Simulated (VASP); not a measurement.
# ZnS (P6_3mc) in VASP: a series of runs

ZnS is run at these levels: PBE; tasks: single point, relaxation of cell and atoms.

Program: VASP 6.6.1. These are calculated values, not measurements. Logs are shortened: lines on timing, memory, paths and dates and some standing lists are left out, and cuts for length are marked.

### 1 The cell of the first run

It takes space group P6_3mc (No. 186, hexagonal). Conventional cell: a = 3.809 Å, b = 3.809 Å, c = 6.252 Å, α = 90.00°, β = 90.00°, γ = 120.00°. Zn (site symmetry 3m) has 4 S at 2.34 Å within 3.1 Å. Within 3.1 Å of S (site symmetry 3m) lie 4 Zn at 2.34 Å.

### 2 Single point, PBE

Contents of INCAR:

```
SYSTEM = ZnS
PREC = Accurate ; ENCUT = 520
EDIFF = 1E-6 ; ISMEAR = 0
SIGMA = 0.02 ; LREAL = .FALSE.
LASPH = .TRUE. ; NELM = 60
ALGO = Normal ; ISIF = 2
LWAVE = .FALSE. ; LCHARG = .FALSE.
GGA = PE ; NBANDS = 26
```

Contents of KPOINTS:

```
regular mesh
0
G
  12 12 6
  0 0 0
```

Contents of POSCAR:

```
ZnS
1.0
    3.8093040132      0.0000000000      0.0000000000
   -1.9046520066      3.2989540462      0.0000000000
    0.0000000000      0.0000000000      6.2517827390
Zn S
2 2
Direct
    0.3333333333      0.6666666667      0.0003761282
    0.6666666667      0.3333333333      0.5003761282
    0.3333333333      0.6666666667      0.3746238718
    0.6666666667      0.3333333333      0.8746238718
```

Potentials or basis: VASP PAW PBE potentials, release 64 (Zn, S).

Launch:

```sh
$ cat potpaw_PBE.64/Zn/POTCAR potpaw_PBE.64/S/POTCAR > POTCAR
$ mpirun -np 1 vasp_std > vasp.out
```

OUTCAR:

```text
SYSTEM = ZnS
   PREC = Accurate
   ENCUT = 520
   EDIFF = 1E-6
   ISMEAR = 0
   LREAL = .FALSE.
   LASPH = .TRUE.
   NELM = 60
   ISIF = 2
   GGA = PE

 ion  position               nearest neighbor table
   1  0.333  0.667  0.000-   4 2.34   4 2.34   4 2.34   3 2.34
   2  0.667  0.333  0.500-   3 2.34   3 2.34   3 2.34   4 2.34
   3  0.333  0.667  0.375-   2 2.34   2 2.34   2 2.34   1 2.34
   4  0.667  0.333  0.875-   1 2.34   1 2.34   1 2.34   2 2.34

  LATTYP: Found a hexagonal cell.
 ALAT       =     3.8093040132
 C/A-ratio  =     1.6411876598

  Lattice vectors:

 A1 = (   3.8093040132,   0.0000000000,   0.0000000000)
 A2 = (  -1.9046520066,   3.2989540462,   0.0000000000)
 A3 = (   0.0000000000,   0.0000000000,   6.2517827390)

Analysis of symmetry for initial positions (statically):
=====================================================================
 Subroutine PRICEL returns:
 Original cell was already a primitive cell.

 Routine SETGRP: Setting up the symmetry group for a
 hexagonal supercell.

 Subroutine GETGRP returns: Found 12 space group operations
 (whereof  6 operations were pure point group operations)
 out of a pool of 24 trial point group operations.

The static configuration has the point symmetry C_3v.
 The point group associated with its full space group is C_6v.

Analysis of symmetry for dynamics (positions and initial velocities):
=====================================================================
 Subroutine PRICEL returns:
 Original cell was already a primitive cell.

 Routine SETGRP: Setting up the symmetry group for a
 hexagonal supercell.

 Subroutine GETGRP returns: Found 12 space group operations
 (whereof  6 operations were pure point group operations)
 out of a pool of 24 trial point group operations.

The dynamic configuration has the point symmetry C_3v.
 The point group associated with its full space group is C_6v.

 Subroutine INISYM returns: Found 12 space group operations
 (whereof  6 operations are pure point group operations),
 and found     1 'primitive' translations

----------------------------------------------------------------------------------------

                                     Primitive cell

  volume of cell :      78.5644

  direct lattice vectors                    reciprocal lattice vectors
     3.809304013  0.000000000  0.000000000     0.262515146  0.151563190  0.000000000
    -1.904652007  3.298954046  0.000000000     0.000000000  0.303126381  0.000000000
     0.000000000  0.000000000  6.251782739     0.000000000  0.000000000  0.159954375

  length of vectors
     3.809304013  3.809304013  6.251782739     0.303126381  0.303126381  0.159954375

  position of ions in fractional coordinates (direct lattice)
     0.333333333  0.666666667  0.000376128
     0.666666667  0.333333333  0.500376128
     0.333333333  0.666666667  0.374623872
     0.666666667  0.333333333  0.874623872

  ion indices of the primitive-cell ions
   primitive index   ion index
                 1           1
                 2           2
                 3           3
                 4           4

----------------------------------------------------------------------------------------

 KPOINTS: regular mesh

Automatic generation of k-mesh.
 Grid dimensions read from file:
 generate k-points for:   12   12    6

 Generating k-lattice:

  Cartesian coordinates                     Fractional coordinates (reciprocal lattice)
     0.021876262  0.012630266  0.000000000     0.083333333  0.000000000  0.000000000
     0.000000000  0.025260532  0.000000000     0.000000000  0.083333333  0.000000000
     0.000000000  0.000000000  0.026659062     0.000000000  0.000000000  0.166666667

  Length of vectors
     0.025260532  0.025260532  0.026659062

  Shift w.r.t. Gamma in fractional coordinates (k-lattice)
     0.000000000  0.000000000  0.000000000

 Subroutine IBZKPT returns following result:
 ===========================================

 Found     76 irreducible k-points:

 Following reciprocal coordinates:
[... 43 lines left out ...]

  energy without entropy =      -13.67803174  energy(sigma->0) =      -13.67803174

 E-fermi :   2.2475     XC(G=0):  -9.6447

 val. band max:        2.1672617435   @ k =   0.0000   0.0000   0.0000
 cond. band min:       4.3699028083   @ k =   0.0000   0.0000   0.0000
 fundamental gap:      2.2026410648
 Fermi energy:         2.2475042669

 k-point     1 :       0.0000    0.0000    0.0000
  band No.  band energies     occupation
      1     -11.0304      2.00000
      2     -10.0929      2.00000
      3      -4.1964      2.00000
      4      -4.1820      2.00000
      5      -4.1820      2.00000
      6      -4.0993      2.00000
[... 18 lines left out ...]
     25       9.8615      0.00000
     26      11.4266      0.00000

 k-point     2 :       0.0833    0.0000    0.0000
  band No.  band energies     occupation
      1     -10.9830      2.00000
      2     -10.0661      2.00000
      3      -4.1920      2.00000
      4      -4.1801      2.00000
      5      -4.1724      2.00000
      6      -4.0946      2.00000
[... 18 lines left out ...]
     25      10.0763      0.00000
     26      11.1249      0.00000

 k-point     3 :       0.1667    0.0000    0.0000
  band No.  band energies     occupation
      1     -10.8472      2.00000
      2      -9.9934      2.00000
      3      -4.1957      2.00000
      4      -4.1591      2.00000
      5      -4.1477      2.00000
      6      -4.0755      2.00000
[... 18 lines left out ...]
     25      10.4540      0.00000
     26      10.6696      0.00000

 k-point     4 :       0.2500    0.0000    0.0000
  band No.  band energies     occupation
      1     -10.6431      2.00000
      2      -9.8982      2.00000
      3      -4.1966      2.00000
      4      -4.1323      2.00000
      5      -4.1181      2.00000
      6      -4.0286      2.00000
[... 18 lines left out ...]
     25      10.6876      0.00000
     26      11.0236      0.00000
[... 496 lines left out ...]
      1     -10.7971      2.00000
      2     -10.0592      2.00000
      3      -4.2035      2.00000
      4      -4.1545      2.00000
      5      -4.1425      2.00000
      6      -4.0849      2.00000
[... 18 lines left out ...]
     25      10.4856      0.00000
     26      10.6656      0.00000

 k-point    23 :       0.2500    0.0000    0.1667
  band No.  band energies     occupation
      1     -10.5979      2.00000
      2      -9.9534      2.00000
      3      -4.2040      2.00000
      4      -4.1345      2.00000
      5      -4.1109      2.00000
      6      -4.0363      2.00000
[... 18 lines left out ...]
     25      10.7865      0.00000
     26      11.3147      0.00000

 k-point    24 :       0.3333    0.0000    0.1667
  band No.  band energies     occupation
      1     -10.3694      2.00000
      2      -9.8567      2.00000
      3      -4.1944      2.00000
      4      -4.1086      2.00000
      5      -4.0850      2.00000
      6      -3.9555      2.00000
[... 18 lines left out ...]
     25      10.9582      0.00000
     26      11.9889      0.00000

 [... further k-points ...]
[... 5 lines left out ...]
  --------------------------------------------------------------------------------------
  -------------------------------------------------------------------------------------
  Total        1.0625566      1.0625566      1.0617685      0.0000000      0.0000000      0.0000000
  in kB       21.6689013     21.6689013     21.6528289      0.0000000      0.0000000      0.0000000
  external PRESSURE =      21.6635438 kB  Pullay stress =       0.0000000 kB

 VOLUME and BASIS-vectors are now :
 -----------------------------------------------------------------------------
  energy-cutoff  :      520.00
  volume of cell :       78.56
      direct lattice vectors                 reciprocal lattice vectors
     3.809304013  0.000000000  0.000000000     0.262515146  0.151563190  0.000000000
    -1.904652007  3.298954046  0.000000000     0.000000000  0.303126381  0.000000000
     0.000000000  0.000000000  6.251782739     0.000000000  0.000000000  0.159954375

 POSITION                                       TOTAL-FORCE (eV/Angst)
 -----------------------------------------------------------------------------------
     -0.00000      2.19930      0.00235         0.000000     -0.000000      0.001799
      1.90465      1.09965      3.12824        -0.000000      0.000000      0.001799
     -0.00000      2.19930      2.34207         0.000000     -0.000000     -0.001799
      1.90465      1.09965      5.46796        -0.000000     -0.000000     -0.001799
 -----------------------------------------------------------------------------------
    total drift:                               -0.000001     -0.000001      0.000015

  FREE ENERGIE OF THE ION-ELECTRON SYSTEM (eV)
  ---------------------------------------------------
  free  energy   TOTEN  =       -13.6780317373 eV

  energy  without entropy=      -13.6780317373  energy(sigma->0) =      -13.67803174
```

It took 70 s on 1 thread of AMD EPYC 9R45 (Zen 5), shared host; peak memory 0.23 GiB.

What came out:

```yaml
Free_energy: -13.6780 eV
Pressure: 2.2 GPa
Band_gap_on_the_k_mesh: 2.20 eV
```

A k mesh can miss the band edges.

### 3 Single point, PBE

This run uses another cell than the first one, of 20.82 Å³/atom.

Contents of INCAR:

```
SYSTEM = ZnS
PREC = Accurate
ENCUT = 520
EDIFF = 1E-7
ISMEAR = 0
SIGMA = 0.02
LREAL = .FALSE.
LASPH = .TRUE.
NELM = 80
ALGO = Normal
ISIF = 2
LWAVE = .FALSE.
LCHARG = .FALSE.
GGA = PE
NBANDS = 26
```

Contents of KPOINTS:

```
Automatic mesh
0
G
  12 12 6
  0 0 0
```

Contents of POSCAR:

```
ZnS
1.0
    3.8858181640      0.0000000000      0.0000000000
   -1.9429090820      3.3652172446      0.0000000000
    0.0000000000      0.0000000000      6.3677561999
Zn S
2 2
Direct
    0.3333333333      0.6666666667      0.0001066333
    0.6666666667      0.3333333333      0.5001066333
    0.3333333333      0.6666666667      0.3748933667
    0.6666666667      0.3333333333      0.8748933667
```

Potentials or basis: VASP PAW PBE potentials, release 64 (Zn, S).

Launch:

```sh
$ cat potpaw_PBE.64/Zn/POTCAR potpaw_PBE.64/S/POTCAR > POTCAR
$ mpirun -np 1 vasp_std > vasp.out
```

Wall time 78 s (1 thread of AMD EPYC 9R45 (Zen 5), shared host); peak memory 0.25 GiB.

It converged, with:

```yaml
Free_energy: -13.6803 eV
Pressure: -1.9 GPa
Band_gap_on_the_k_mesh: 1.95 eV
```

Levels at points of the mesh, in eV from the valence-band top:
| k point | band 16 | band 17 | band 18 | band 19 | band 20 | band 21 |
| --- | --- | --- | --- | --- | --- | --- |
| (0.00, 0.00, 0.00) | -0.07 | 0.00 | 0.00 | 1.95 | 2.99 | 6.34 |
| (0.50, 0.00, 0.00) | -2.04 | -1.52 | -0.81 | 3.70 | 4.09 | 5.17 |
| (0.00, 0.00, 0.50) | -0.42 | -0.42 | -0.42 | 3.38 | 3.38 | 6.69 |
| (0.50, 0.00, 0.50) | -1.49 | -1.47 | -1.47 | 3.53 | 3.53 | 5.26 |

### 4 Relaxation of cell and atoms, PBE, target pressure 40 GPa, at which the enthalpy is minimised

This run uses another cell than the first one, of 15.40 Å³/atom.

Contents of INCAR:

```
SYSTEM = ZnS
PREC     = Accurate       ! precision mode
ENCUT    = 600            ! plane-wave cutoff, eV
EDIFF    = 1E-7           ! SCF threshold, eV
ISMEAR   = 0              ! smearing method
SIGMA    = 0.02           ! smearing width, eV
LREAL    = .FALSE.        ! projectors in reciprocal space
LASPH    = .TRUE.         ! aspherical terms in the spheres
NELM     = 60             ! most SCF steps
ALGO     = Normal         ! electronic algorithm
ISIF     = 3              ! what is computed and relaxed
LWAVE    = .FALSE.        ! write WAVECAR
LCHARG   = .FALSE.        ! write CHGCAR
GGA      = PE             ! functional
IBRION   = 2              ! ionic algorithm
NSW      = 70             ! ionic steps
EDIFFG   = -0.008         ! ionic threshold
PSTRESS  = 400.0
```

Contents of KPOINTS:

```
regular mesh
0
G
  12 12 6
  0 0 0
```

Contents of POSCAR:

```
ZnS
1.0
    3.5016248082      0.0000000000      0.0000000000
   -1.7508124041      3.0324960384      0.0000000000
    0.0000000000      0.0000000000      5.8024022180
Zn S
2 2
Direct
    0.3333333333      0.6666666667      0.0019944007
    0.6666666667      0.3333333333      0.5019944007
    0.3333333333      0.6666666667      0.3730055993
    0.6666666667      0.3333333333      0.8730055993
```

Launch:

```sh
$ cat potpaw_PBE.64/Zn/POTCAR potpaw_PBE.64/S/POTCAR > POTCAR
$ mpirun -np 1 vasp_std > vasp.out
```

Wall time 7.3 min (1 thread of AMD EPYC 9R45 (Zen 5), shared host); peak memory 0.23 GiB.

Results (log left out):

* Free energy: -11.6823 eV
* Relaxed volume: 14.97 Å³/atom
* Relaxed cell: a = 3.447 Å, b = 3.447 Å, c = 5.820 Å, α = 90.00°, β = 90.00°, γ = 120.00°
* Space group after relaxing (to 0.1 Å): P6_3mc (No. 186)
* Energy change on relaxing (the run minimises the enthalpy): +98.7 meV/atom
* Ionic steps: 10
* Pressure after relaxing: 40.0 GPa
* Band gap on the k mesh: 2.93 eV (least direct gap 3.33 eV)

Step by step:
| step | energy change (eV) | largest force (eV/Å) | pressure (GPa) | volume (Å³) |
| --- | --- | --- | --- | --- |
| 1 | 0.0000 | 0.0389 | 34.25 | 61.61 |
| 2 | 1.2912 | 0.0952 | 53.15 | 56.81 |
| 3 | 0.3783 | 0.0559 | 39.93 | 59.98 |
| 4 | 0.3864 | 0.0562 | 40.10 | 59.94 |
| 5 | 0.3873 | 0.0479 | 40.05 | 59.94 |
| 6 | 0.3914 | 0.0189 | 40.06 | 59.91 |
| 7 | 0.4058 | 0.0539 | 40.03 | 59.86 |
| 8 | 0.3965 | 0.0118 | 40.02 | 59.89 |
| 9 | 0.3876 | 0.0544 | 39.90 | 59.93 |
| 10 | 0.3948 | 0.0003 | 40.00 | 59.90 |

Final structure:
```
Zn S
1.0
     3.44736    0.00000    0.00000
    -1.72368    2.98550    0.00000
     0.00000    0.00000    5.81960
Zn S
2 2
Cartesian
  0.0000 1.9903 0.0279
  1.7237 0.9952 2.9377
  0.0000 1.9903 2.1545
  1.7237 0.9952 5.0643
```

Levels at points of the mesh, in eV from the valence-band top:
| k point | band 15 | band 16 | band 17 | band 18 | band 19 | band 20 | band 21 | band 22 |
| --- | --- | --- | --- | --- | --- | --- | --- | --- |
| (0.00, 0.00, 0.00) | -1.33 | -0.35 | 0.00 | 0.00 | 3.33 | 3.79 | 5.89 | 6.07 |
| (0.50, 0.00, 0.00) | -4.85 | -3.33 | -2.83 | -1.32 | 3.31 | 4.51 | 4.71 | 6.43 |
| (0.00, 0.00, 0.50) | -0.71 | -0.71 | -0.71 | -0.71 | 4.33 | 4.33 | 6.60 | 6.60 |
| (0.50, 0.00, 0.50) | -2.65 | -2.65 | -2.41 | -2.41 | 3.23 | 3.23 | 4.81 | 4.81 |

Caveat: the cell is relaxed towards a set pressure, so the run minimises the enthalpy, not the energy.

### 5 Relaxation of cell and atoms, PBE, target pressure 20 GPa, at which the enthalpy is minimised

This run uses another cell than the first one, of 16.65 Å³/atom.

Contents of INCAR:

```
SYSTEM = ZnS
PREC = Accurate
ENCUT = 600
EDIFF = 1E-6
ISMEAR = 0
SIGMA = 0.02
LREAL = .False.
LASPH = .True.
NELM = 80
ALGO = Normal
ISIF = 3
LWAVE = .False.
LCHARG = .False.
GGA = PE
IBRION = 2
NSW = 70
EDIFFG = -0.008
PSTRESS = 200.0
```

Contents of KPOINTS:

```
Automatic mesh
0
Gamma
  12 12 6
  0 0 0
```

Contents of POSCAR:

```
ZnS
1.0
    3.6005795841      0.0000000000      0.0000000000
   -1.8002897921      3.1181933882      0.0000000000
    0.0000000000      0.0000000000      5.9307834242
Zn S
2 2
Direct
    0.3333333333      0.6666666667      0.0009626737
    0.6666666667      0.3333333333      0.5009626737
    0.3333333333      0.6666666667      0.3740373263
    0.6666666667      0.3333333333      0.8740373263
```

Launch:

```sh
$ cat potpaw_PBE.64/Zn/POTCAR potpaw_PBE.64/S/POTCAR > POTCAR
$ mpirun -np 1 vasp_std > vasp.out
```

Run time: 5.4 min. Hardware: 1 thread of AMD EPYC 9R45 (Zen 5), shared host; peak memory 0.25 GiB.

It converged, with:

```yaml
Free_energy: -12.9516 eV
Relaxed_volume: 16.71 Å³/atom
Relaxed_cell: a = 3.598 Å, b = 3.598 Å, c = 5.964 Å, α = 90.00°, β = 90.00°, γ = 120.00°
Space_group_after_relaxing_to_0.1_Å: P6_3mc (No. 186)
Energy_change_on_relaxing_the_run_minimises_the_enthalpy: -8.8 meV/atom
Ionic_steps: 10
Pressure_after_relaxing: 20.0 GPa
Band_gap_on_the_k_mesh: 2.92 eV
```

Step by step:
```
step  energy change (eV)  largest force (eV/Å)  pressure (GPa)  volume (Å³)
   1              0.0000                0.0362           20.66        66.59
   2             -0.0826                0.0135           19.17        67.25
   3             -0.0409                0.0252           19.82        66.91
   4             -0.0354                0.0266           20.08        66.86
   5             -0.0385                0.0258           19.97        66.89
   6             -0.0393                0.0251           19.96        66.90
   7             -0.0401                0.0250           19.94        66.90
   8             -0.0391                0.0196           20.01        66.89
   9             -0.0359                0.0019           19.86        66.86
  10             -0.0352                0.0017           20.05        66.86
```

Final structure:
```
Zn S
1.0
     3.59799    0.00000    0.00000
    -1.79899    3.11595    0.00000
     0.00000    0.00000    5.96357
Zn S
2 2
Direct
  0.33333 0.66667 0.00203
  0.66667 0.33333 0.50203
  0.33333 0.66667 0.37297
  0.66667 0.33333 0.87297
```

Levels at points of the mesh, in eV from the valence-band top:
```
           k point  band 14  band 15  band 16  band 17  band 18  band 19  band 20  band 21  band 22
(0.00, 0.00, 0.00)    -1.14    -1.14    -0.18     0.00     0.00     2.92     3.46     6.17     6.17
(0.50, 0.00, 0.00)    -4.82    -4.14    -2.86    -2.27    -1.14     3.48     4.57     4.87     6.70
(0.00, 0.00, 0.50)    -3.37    -0.60    -0.60    -0.60    -0.60     4.02     4.02     6.67     6.67
(0.50, 0.00, 0.50)    -5.68    -2.15    -2.15    -2.07    -2.07     3.45     3.45     5.04     5.04
```

Caveat: the cell is relaxed towards a set pressure, so the run minimises the enthalpy, not the energy. A k mesh can miss the band edges.

### 6 Overview

| task | cell | cutoff (eV) | gap on the mesh (eV) | pressure (GPa) |
| --- | --- | --- | --- | --- |
| single point | a = 3.809, b = 3.809, c = 6.252 Å, angles 90.0, 90.0, 120.0°, 4 atoms, atomic positions A | 520 | 2.20 | 2.2 |
| single point | a = 3.886, b = 3.886, c = 6.368 Å, angles 90.0, 90.0, 120.0°, 4 atoms, atomic positions B | 520 | 1.95 | -1.9 |
| relaxation of cell and atoms | relaxed to 40 GPa from a = 3.502, b = 3.502, c = 5.802 Å, angles 90.0, 90.0, 120.0°, 4 atoms, atomic positions C | 600 | 2.93 | 40.0 |
| relaxation of cell and atoms | relaxed to 20 GPa from a = 3.601, b = 3.601, c = 5.931 Å, angles 90.0, 90.0, 120.0°, 4 atoms, atomic positions D | 600 | 2.92 | 20.0 |

Alike in all rows: level PBE; potentials or basis VASP PAW PBE potentials, release 64 (Zn, S); no spin polarisation; k mesh 12 × 12 × 6; smearing gaussian 0.02 eV.

Caveats: the cell is relaxed towards a set pressure, so the run minimises the enthalpy, not the energy (at least some runs).

Absolute energies hang on the potentials; compare differences alone.
